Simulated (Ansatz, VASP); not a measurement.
**HfO2 in VASP and in Ansatz**

File INCAR:

```
ALGO = Normal
EDIFF = 1E-6
ENCUT = 520
GGA = PE
ISIF = 2
ISMEAR = 0
LASPH = T
LCHARG = F
LREAL = F
LWAVE = F
NBANDS = 56
NELM = 80
PREC = Accurate
SIGMA = 0.05
```

Contents of KPOINTS:

```
k-points
0
Gamma
  6 6 2
```

POSCAR

```
HfO2
1.0
   -3.6043047991      0.0000000000      0.0000000000
    0.0000000000     -3.6043047991      0.0000000000
   -0.3002385898      0.3002385898     10.5279346079
Hf O
4 8
Direct
    0.4831983900      0.5168016100      0.2017000000
    0.4415483900      0.5584516100      0.7017000000
    0.9623733900      1.0376266100      0.4517000000
    0.9207233900      1.0792766100      0.9517000000
   -0.0248505597      0.5248505597      0.2983260466
   -0.0665005597      0.5665005597      0.7983260466
    0.4704223397      0.0295776603      0.3550739534
    0.4287723397      0.0712276603      0.8550739534
    0.4912473397      0.0087526603      0.1050739534
    0.4495973397      0.0504026603      0.6050739534
   -0.0040255597      0.5040255597      0.0483260466
   -0.0456755597      0.5456755597      0.5483260466
```

Input for Ansatz:

```yaml
crystal:
  lattice:
    - [-3.6043047991, 0.0, 0.0]
    - [0.0, -3.6043047991, 0.0]
    - [-0.3002385898, 0.3002385898, 10.5279346079]
  atoms:
    - { symbol: Hf, position: [0.48319839, 0.51680161, 0.2017] }
    - { symbol: Hf, position: [0.44154839, 0.55845161, 0.7017] }
    - { symbol: Hf, position: [0.96237339, 1.03762661, 0.4517] }
    - { symbol: Hf, position: [0.92072339, 1.07927661, 0.9517] }
    - { symbol: O, position: [-0.0248505597, 0.5248505597, 0.2983260466] }
    - { symbol: O, position: [-0.0665005597, 0.5665005597, 0.7983260466] }
    - { symbol: O, position: [0.4704223397, 0.0295776603, 0.3550739534] }
    - { symbol: O, position: [0.4287723397, 0.0712276603, 0.8550739534] }
    - { symbol: O, position: [0.4912473397, 0.0087526603, 0.1050739534] }
    - { symbol: O, position: [0.4495973397, 0.0504026603, 0.6050739534] }
    - { symbol: O, position: [-0.0040255597, 0.5040255597, 0.0483260466] }
    - { symbol: O, position: [-0.0456755597, 0.5456755597, 0.5483260466] }
basis:
  ecutwfc: 420
kpoints:
  mp_grid: { grid: [6, 6, 2] }
hamiltonian:
  xc: pbe
scf:
  occupations: { method: gaussian, width: 0.05 }
output:
  forces: true
  stress: true
  eigenvalues: true
```

Alike in both runs: task single point; functional PBE; k mesh 6 × 6 × 2; occupations gaussian, width 0.05 eV; no spin polarisation.

|  | VASP | Ansatz |
| --- | --- | --- |
| version | VASP 6.6.1 | Ansatz 0.2.0 |
| potentials or method | VASP PAW PBE potentials, release 64 (Hf_pv, O), cutoff 520 eV | scalar-relativistic, plane waves, PAW |
| valence electrons in the cell | 88 | 152 |

Ansatz gave:

```
gap on the k mesh at the Fermi level (eV)                     : 4.56
least direct gap on the mesh (eV)                             : 4.56
pressure (GPa)                                                : 2.9
traceless stress, the component that is largest in VASP (GPa) : -5.62
rms of the force components (eV/Å)                            : 0.993
```

Task: What did VASP give for the same quantities?

Result: gap on the k mesh at the Fermi level (eV): 4.54; least direct gap on the mesh (eV): 4.54; pressure (GPa): -0.2; traceless stress, the component that is largest in VASP (GPa): -5.55; rms of the force components (eV/Å): 0.980.

Atom by atom the forces differ by 0.028 eV/Å (rms over components). VASP's potentials hold 88 valence electrons a cell and Ansatz's 152, so a difference there can come from the potentials and not from the codes.

Neither program's run includes spin-orbit coupling.
